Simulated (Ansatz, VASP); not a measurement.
**CuO: VASP beside Ansatz**

File INCAR:

```
SYSTEM = CuO
PREC     = Accurate       ! precision mode
ENCUT    = 600            ! plane-wave cutoff, eV
EDIFF    = 1E-6           ! SCF threshold, eV
ISMEAR   = -1             ! smearing method
SIGMA    = 0.05           ! smearing width, eV
LREAL    = .False.        ! projectors in reciprocal space
LASPH    = .True.         ! aspherical terms in the spheres
NELM     = 60             ! most SCF steps
ALGO     = Normal         ! electronic algorithm
ISIF     = 3              ! what is computed and relaxed
LWAVE    = .False.        ! write WAVECAR
LCHARG   = .False.        ! write CHGCAR
GGA      = RP             ! functional
IBRION   = 2              ! ionic algorithm
NSW      = 60             ! ionic steps
EDIFFG   = -0.01          ! ionic threshold
```

Contents of KPOINTS:

```
Automatic mesh
0
Gamma
  11 11 11
  0 0 0
```

The input POSCAR:

```
CuO
1.0
    0.0000000000      2.1165600000      2.1165600000
    2.1165600000      0.0000000000      2.1165600000
    2.1165600000      2.1165600000      0.0000000000
Cu O
1 1
Direct
    0.0294977200      0.0281008700      0.9080259900
    0.4705022800      0.4718991300      0.5919740100
```

File input.yaml:

```yaml
crystal:
  lattice:
    - [0.0, 2.11656, 2.11656]
    - [2.11656, 0.0, 2.11656]
    - [2.11656, 2.11656, 0.0]
  atoms:
    - { symbol: Cu, position: [0.02949772, 0.02810087, 0.90802599] }
    - { symbol: O, position: [0.47050228, 0.47189913, 0.59197401] }
hamiltonian:
  xc: rpbe
  pseudopotentials: { kind: paw }
kpoints:
  mp_grid: { grid: [11, 11, 11] }
scf:
  occupations: { method: fermi_dirac, width: 0.05 }
output:
  forces: true
  stress: true
  eigenvalues: true
relax:
  f_tol: 0.01
  max_steps: 40
  cell: { stress_tol: 0.05 }
```

Alike in both runs: task relaxation of cell and atoms; functional RPBE; k mesh 11 × 11 × 11; occupations fermi-dirac, width 0.05 eV; no spin polarisation.

|  | VASP | Ansatz |
| --- | --- | --- |
| version | VASP 6.6.1 | Ansatz 0.2.0 |
| potentials or method | VASP PAW PBE potentials, release 64 (Cu, O) | Ansatz PAW |
| plane-wave cutoff (eV) | 600 | 420 |
| valence electrons in the cell | 17 | 25 |

```csv
,VASP,Ansatz,Ansatz less VASP
"gap on the k mesh at the Fermi level, each at its own relaxed structure (eV)",none,none,-
relaxed volume (Å³/atom),9.89,9.89,-0.002
relaxed length of the cell vector where the two differ most in proportion (Å),3.037,3.035,-0.0020
```

VASP's potentials were made for PBE, not for RPBE. A gap of «none» marks a metal or a gap that the smearing closes. VASP's potentials hold 17 valence electrons a cell and Ansatz's 25, so a difference there can come from the potentials and not from the codes.

Noted on Ansatz's run: the plane-wave basis is chosen anew once the cell has moved, so the energies of steps on either side of that aren't comparable.
